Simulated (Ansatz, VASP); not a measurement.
# Two plane-wave programs on SiNi2

```
Si Ni
1.0
     3.92649    0.00000    0.00000
    -1.96325    3.40044    0.00000
     0.00000    0.00000    4.91699
Si Ni
2 4
Direct
  0.33333 0.66667 0.75000
  0.66667 0.33333 0.25000
  0.00000 0.00000 0.00000
  0.00000 0.00000 0.50000
  0.33333 0.66667 0.25000
  0.66667 0.33333 0.75000
```

Change from the starting cell: strain +0.015 along x and y, +0.000 along z, atoms carried along.

Alike in both runs: task single point; functional PBEsol; k mesh 12 × 12 × 10; occupations gaussian, width 0.15 eV; no spin polarisation.

```csv
,VASP,Ansatz
version,VASP 6.6.1,Ansatz 0.2.0
potentials or method,"VASP PAW PBE potentials, release 64 (Si, Ni), cutoff 520 eV","scalar-relativistic, plane waves, PAW"
valence electrons in the cell,48,80
```

```tsv
	VASP	Ansatz	Ansatz less VASP
gap on the k mesh at the Fermi level (eV)	none	none	-
pressure (GPa)	-6.3	-6.6	-0.28
traceless stress, the component that is largest in VASP (GPa)	3.09	3.23	+0.148
```

VASP's potentials were made for PBE, not for PBEsol. A gap of «none» marks a metal or a gap that the smearing closes. VASP's potentials hold 48 valence electrons a cell and Ansatz's 80, so a difference there can come from the potentials and not from the codes.
